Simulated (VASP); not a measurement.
# Si2Ru2N (P-3m1) in VASP: notebook

Si2Ru2N is run at these levels: PBE; tasks: single point.

Everything below comes from runs of VASP 6.6.1. Logs are shortened: lines on timing, memory, paths and dates and some standing lists are left out, and cuts for length are marked.

## 1. The cell of the first run

It takes space group P-3m1 (No. 164, trigonal). The conventional cell has a = 2.810 Å, b = 2.810 Å, c = 8.369 Å, α = 90.00°, β = 90.00°, γ = 120.00°. Si (site symmetry 3m) has 3 N at 2.09 Å and 3 Ru at 2.38 Å within 2.8 Å. Within 3.1 Å of Ru (site symmetry 3m) lie 3 Si at 2.38 Å and 9 Ru at 2.78 to 2.81 Å. N (site symmetry -3m) has 6 Si at 2.09 Å within 2.8 Å.

## 2. Single point, PBE, collinear spin, ferromagnetic start

File INCAR:

```
SYSTEM = Si2Ru2N
PREC = Accurate
ENCUT = 520
EDIFF = 1E-6
ISMEAR = 0
SIGMA = 0.1
LREAL = .FALSE.
LASPH = .TRUE.
NELM = 150
ALGO = Normal
ISIF = 2
LWAVE = .FALSE.
LCHARG = .FALSE.
ISPIN = 2
MAGMOM = 0 0 1 1 0
LORBIT = 11
LMAXMIX = 4
GGA = PE
NBANDS = 32
```

File KPOINTS:

```
regular mesh
0
G
  6 6 2
  0 0 0
```

File POSCAR:

```
Si2Ru2N
1.0
    2.8097087124     -0.0000000028      0.0000000000
   -1.4048543538      2.4332791235      0.0000000000
    0.0000000000      0.0000000000      8.3691977576
Si Ru N
2 2 1
Direct
    0.3333333333      0.6666666667      0.1566861837
    0.6666666667      0.3333333333      0.8433138163
    0.3333333333      0.6666666667      0.6350604553
    0.6666666667      0.3333333333      0.3649395447
    0.0000000000      0.0000000000      0.0000000000
```

Potentials or basis: VASP PAW PBE potentials, release 64 (Si, Ru_pv, N).

On the command line:

```sh
> cat potpaw_PBE.64/Si/POTCAR potpaw_PBE.64/Ru_pv/POTCAR potpaw_PBE.64/N/POTCAR > POTCAR
> mpirun -np 1 vasp_std > vasp.out
```

OUTCAR:

```text
SYSTEM = Si2Ru2N
   PREC = Accurate
   ENCUT = 520
   EDIFF = 1E-6
   ISMEAR = 0
   LREAL = .FALSE.
   LASPH = .TRUE.
   NELM = 150
   ISIF = 2
   ISPIN = 2
   LORBIT = 11
   GGA = PE

 ion  position               nearest neighbor table
   1  0.333  0.667  0.157-   5 2.09   5 2.09   5 2.09   4 2.38   4 2.38   4 2.38   2 3.08   2 3.08
                             2 3.08
   2  0.667  0.333  0.843-   5 2.09   5 2.09   5 2.09   3 2.38   3 2.38   3 2.38   1 3.08   1 3.08
                             1 3.08
   3  0.333  0.667  0.635-   2 2.38   2 2.38   2 2.38   4 2.78   4 2.78   4 2.78
   4  0.667  0.333  0.365-   1 2.38   1 2.38   1 2.38   3 2.78   3 2.78   3 2.78
   5  0.000  0.000  0.000-   1 2.09   2 2.09   1 2.09   2 2.09   2 2.09   1 2.09

  LATTYP: Found a hexagonal cell.
 ALAT       =     2.8097087124
 C/A-ratio  =     2.9786709635

  Lattice vectors:

 A1 = (   2.8097087124,  -0.0000000028,   0.0000000000)
 A2 = (  -1.4048543538,   2.4332791235,   0.0000000000)
 A3 = (   0.0000000000,   0.0000000000,   8.3691977576)

Analysis of symmetry for initial positions (statically):
=====================================================================
 Subroutine PRICEL returns:
 Original cell was already a primitive cell.

 Routine SETGRP: Setting up the symmetry group for a
 hexagonal supercell.

 Subroutine GETGRP returns: Found 12 space group operations
 (whereof 12 operations were pure point group operations)
 out of a pool of 24 trial point group operations.

The static configuration has the point symmetry D_3d.

Analysis of symmetry for dynamics (positions and initial velocities):
=====================================================================
 Subroutine PRICEL returns:
 Original cell was already a primitive cell.

 Routine SETGRP: Setting up the symmetry group for a
 hexagonal supercell.

 Subroutine GETGRP returns: Found 12 space group operations
 (whereof 12 operations were pure point group operations)
 out of a pool of 24 trial point group operations.

The dynamic configuration has the point symmetry D_3d.

Analysis of structural, dynamic, and magnetic symmetry:
=====================================================================
 Subroutine PRICEL returns:
 Original cell was already a primitive cell.

 Routine SETGRP: Setting up the symmetry group for a
 hexagonal supercell.

 Subroutine GETGRP returns: Found 12 space group operations
 (whereof 12 operations were pure point group operations)
 out of a pool of 24 trial point group operations.

The overall configuration has the point symmetry D_3d.

 Subroutine INISYM returns: Found 12 space group operations
 (whereof 12 operations are pure point group operations),
 and found     1 'primitive' translations

----------------------------------------------------------------------------------------

                                     Primitive cell

  volume of cell :      57.2186

  direct lattice vectors                    reciprocal lattice vectors
     2.809708712 -0.000000003  0.000000000     0.355908780  0.205484030  0.000000000
    -1.404854354  2.433279124  0.000000000     0.000000000  0.410968060  0.000000000
     0.000000000  0.000000000  8.369197758     0.000000000  0.000000000  0.119485765

  length of vectors
     2.809708712  2.809708712  8.369197758     0.410968060  0.410968060  0.119485765

  position of ions in fractional coordinates (direct lattice)
     0.333333333  0.666666667  0.156686184
     0.666666667  0.333333333  0.843313816
     0.333333333  0.666666667  0.635060455
     0.666666667  0.333333333  0.364939545
     0.000000000  0.000000000  0.000000000

  ion indices of the primitive-cell ions
   primitive index   ion index
                 1           1
                 2           2
                 3           3
                 4           4
                 5           5

----------------------------------------------------------------------------------------

 KPOINTS: regular mesh

Automatic generation of k-mesh.
 Grid dimensions read from file:
 generate k-points for:    6    6    2

[... 26 lines left out ...]
  0.333333  0.333333  0.000000      2.000000
  0.000000  0.000000  0.500000      1.000000
  0.166667  0.000000  0.500000      6.000000
  0.333333  0.000000  0.500000      6.000000
  0.500000  0.000000  0.500000      3.000000
  0.166667  0.166667  0.500000      6.000000
  0.333333  0.166667  0.500000     12.000000
  0.333333  0.333333  0.500000      2.000000
   k-points           NKPTS =     14   k-points in BZ     NKDIM =     14   number of bands    NBANDS=     32
   number of dos      NEDOS =    301   number of ions     NIONS =      5
   total plane-waves  NPLWV =  36864
   dimension x,y,z NGX =    24 NGY =   24 NGZ =   64
   dimension x,y,z NGXF=    48 NGYF=   48 NGZF=  128
   ions per type =               2   2   1
   NGX,Y,Z   is equivalent  to a cutoff of  14.20, 14.20, 12.71 a.u.
   NGXF,Y,Z  is equivalent  to a cutoff of  28.40, 28.40, 25.43 a.u.
 SYSTEM =  Si2Ru2N
   PREC   = accura    normal or accurate (medium, high low for compatibility)
   ISTART =      0    job   : 0-new  1-cont  2-samecut
   ICHARG =      2    charge: 1-file 2-atom 10-const
   ISPIN  =      2    spin polarized calculation?
   LNONCOLLINEAR =      F non collinear calculations
   LSORBIT =      F    spin-orbit coupling
   LASPH  =      T    aspherical Exc in radial PAW
   ENCUT  =  520.0 eV  38.22 Ry    6.18 a.u.   5.22  5.22 15.56*2*pi/ulx,y,z
   NELM   =    150;   NELMIN=  2; NELMDL= -5     # of ELM steps
   EDIFF  = 0.1E-05   stopping-criterion for ELM
   LREAL  =      F    real-space projection
   EDIFFG = 0.1E-04   stopping-criterion for IOM
   NSW    =      0    number of steps for IOM
   IBRION =     -1    ionic relax: 0-MD 1-quasi-New 2-CG
   NFREE  =      0    steps in history (QN), initial steepest desc. (CG)
   ISIF   =      2    stress and relaxation
   ISYM   =      2    0-nonsym 1-usesym 2-fastsym
   POTIM  = 0.5000    time-step for ionic-motion
   TEBEG  =    0.0;   TEEND  =   0.0 temperature during run
   PSTRESS=    0.0 pullay stress
   NELECT =      41.0000    total number of electrons
   NUPDOWN=      -1.0000    fix difference up-down
   EMIN   =  10.00;   EMAX   =-10.00  energy-range for DOS
   EFERMI =   0.00;   METHOD = LEGACY
   ISMEAR =     0;   SIGMA  =   0.10  broadening in eV -4-tet -1-fermi 0-gaus
   EFERMI_NEDOS =   21; number of points for ismear=-14 and -15
   IALGO  =     38    algorithm
   IMIX   =      4    mixing-type and parameters
     AMIX     =   0.40;   BMIX     =  1.00
     AMIX_MAG =   1.60;   BMIX_MAG =  1.00
  volume/ion in A,a.u.               =      11.44        77.23
  Fermi-wavevector in a.u.,A,eV,Ry     =   1.464953  2.768360 29.199300  2.146088
  Thomas-Fermi vector in A             =   2.580868
   LORBIT       =     11    0 simple, 1 ext, 2 COOP (PROOUT), +10 PAW based schemes
   GGA     = PE    functional components
   LHFCALC =     F    Hartree Fock is set to
   AEXX    =    0.0000 exact exchange contribution
   IVDW    =     0    specifies the selected vdW correction
   LEPSILON=     F    determine dielectric tensor
   LRPA    =     F    only Hartree local field effects (RPA)
 spin polarized calculation
 Gauss-broadening in eV      SIGMA  =   0.10
  energy-cutoff  :      520.00
  volume of cell :       57.22
 maximum number of plane-waves:      1560
 NGX is ok and might be reduce to    24
   NGX = 11   NGY = 11   NGZ = 31

 number of electron      40.9999995 magnetization       0.0859295

 Free energy of the ion-electron system (eV)
  ---------------------------------------------------
  ext. energy  EPLUGINS =         0.00000000
  ---------------------------------------------------
  free energy    TOTEN  =       -38.48148425 eV

  energy without entropy =      -38.45738449  energy(sigma->0) =      -38.46943437

 E-fermi :  12.4966     XC(G=0): -13.0695

 val. band max:       12.4757574132   @ k =   0.1667   0.1667   0.0000
 cond. band min:      12.5102906669   @ k =   0.1667   0.1667   0.0000
 fundamental gap:      0.0345332537
 Fermi energy:        12.4966072166

 spin component 1

 k-point     1 :       0.0000    0.0000    0.0000
  band No.  band energies     occupation
      1     -30.5386      1.00000
      2     -30.1796      1.00000
      3     -30.1284      1.00000
      4     -30.1284      1.00000
      5     -30.0769      1.00000
      6     -30.0769      1.00000
[... 479 lines left out ...]
     31      22.4357      0.00000
     32      23.3193      0.00000
 Fermi energy:        12.4966072166

 spin component 2

 k-point     1 :       0.0000    0.0000    0.0000
  band No.  band energies     occupation
      1     -30.5183      1.00000
      2     -30.1591      1.00000
      3     -30.0881      1.00000
      4     -30.0881      1.00000
      5     -30.0366      1.00000
      6     -30.0366      1.00000
[... 479 lines left out ...]
     31      22.4475      0.00000
     32      23.6132      0.00000

------------------------ aborting loop because EDIFF is reached ----------------------------------------

  FORCE on cell =-STRESS in cart. coord.  units (eV):
  Direction    XX          YY          ZZ          XY          YZ          ZX
  --------------------------------------------------------------------------------------
  -------------------------------------------------------------------------------------
  Total       -0.0017239     -0.0017239      0.1580005      0.0000000      0.0000000      0.0000000
  in kB       -0.0482702     -0.0482702      4.4241726      0.0000000      0.0000000      0.0000000
  external PRESSURE =       1.4425441 kB  Pullay stress =       0.0000000 kB

 VOLUME and BASIS-vectors are now :
 -----------------------------------------------------------------------------
  energy-cutoff  :      520.00
  volume of cell :       57.22
      direct lattice vectors                 reciprocal lattice vectors
     2.809708712 -0.000000003  0.000000000     0.355908780  0.205484030  0.000000000
    -1.404854354  2.433279124  0.000000000     0.000000000  0.410968060  0.000000000
     0.000000000  0.000000000  8.369197758     0.000000000  0.000000000  0.119485765

 POSITION                                       TOTAL-FORCE (eV/Angst)
 -----------------------------------------------------------------------------------
      0.00000      1.62219      1.31134        -0.000000     -0.000000     -0.022548
      1.40485      0.81109      7.05786         0.000000      0.000000      0.022548
      0.00000      1.62219      5.31495        -0.000000      0.000000     -0.039084
      1.40485      0.81109      3.05425         0.000000     -0.000000      0.039084
      0.00000      0.00000      0.00000        -0.000000      0.000000      0.000000
 -----------------------------------------------------------------------------------
    total drift:                                0.000000      0.000000     -0.000000

  FREE ENERGIE OF THE ION-ELECTRON SYSTEM (eV)
  ---------------------------------------------------
  free  energy   TOTEN  =       -38.4814842469 eV

  energy  without entropy=      -38.4573844873  energy(sigma->0) =      -38.46943437

 total charge

# of ion       s       p       d       tot
------------------------------------------
    1        0.724   0.798   0.000   1.522
    2        0.724   0.798   0.000   1.522
    3        0.375   6.308   6.086  12.770
    4        0.375   6.308   6.086  12.770
    5        1.246   2.491   0.000   3.737
--------------------------------------------------
tot          3.446  16.703  12.172  32.322

 magnetization (x)

# of ion       s       p       d       tot
------------------------------------------
    1       -0.000  -0.000   0.000  -0.001
    2       -0.000  -0.000   0.000  -0.001
    3        0.000   0.001   0.042   0.043
    4        0.000   0.001   0.042   0.043
    5       -0.000  -0.000   0.000  -0.001
--------------------------------------------------
tot         -0.000   0.000   0.084   0.084
```

It took 64 s on 1 thread of Intel Xeon Platinum 8375C at 2.90GHz (Ice Lake), shared host; peak memory 0.23 GiB.

What came out:

```
Free energy                                           : -38.4815 eV
Pressure                                              : 0.1 GPa
Largest force                                         : 0.039 eV/Å
Net moment                                            : 0.09 μB per cell
Site moments                                          : Si -0.00; Ru +0.04; N -0.00 μB
Valence electrons inside the program's atomic spheres : Si 1.52; Ru 12.77; N 3.74
```

Forces in eV/Å, atoms in the order of the input:
```
Si   0.000  0.000 -0.023
Si   0.000  0.000  0.023
Ru   0.000  0.000 -0.039
Ru   0.000  0.000  0.039
N    0.000  0.000  0.000
```

Stress tensor (GPa, compression positive):
```
0.00 0.00 0.00
0.00 0.00 0.00
0.00 0.00 0.44
```

Levels at points of the mesh, in eV from the Fermi level:
Spin up:
| k point | band 16 | band 17 | band 18 | band 19 | band 20 | band 21 | band 22 | band 23 | band 24 | band 25 |
| --- | --- | --- | --- | --- | --- | --- | --- | --- | --- | --- |
| (0.00, 0.00, 0.00) | -2.61 | -2.35 | -2.35 | -2.19 | -1.12 | -1.12 | -0.07 | -0.07 | 2.70 | 6.55 |
| (0.50, 0.00, 0.00) | -2.77 | -2.63 | -2.32 | -1.11 | 0.89 | 1.04 | 1.23 | 1.26 | 2.10 | 2.79 |
| (0.00, 0.00, 0.50) | -2.65 | -2.30 | -2.30 | -1.53 | -1.11 | -1.11 | -0.10 | -0.10 | 2.34 | 7.04 |
| (0.50, 0.00, 0.50) | -2.49 | -2.26 | -1.47 | -0.86 | -0.76 | 0.25 | 1.03 | 1.23 | 3.03 | 3.18 |
Spin down:
| k point | band 18 | band 19 | band 20 | band 21 | band 22 | band 23 |
| --- | --- | --- | --- | --- | --- | --- |
| (0.00, 0.00, 0.00) | -2.31 | -2.18 | -1.10 | -1.10 | -0.04 | -0.04 |
| (0.50, 0.00, 0.00) | -2.29 | -1.09 | 0.89 | 1.08 | 1.26 | 1.27 |
| (0.00, 0.00, 0.50) | -2.26 | -1.53 | -1.08 | -1.08 | -0.07 | -0.07 |
| (0.50, 0.00, 0.50) | -1.46 | -0.84 | -0.75 | 0.25 | 1.08 | 1.28 |

Caveat: the k points lie up to 0.43 Å⁻¹ apart.

(Continued in part 2 of 2.)
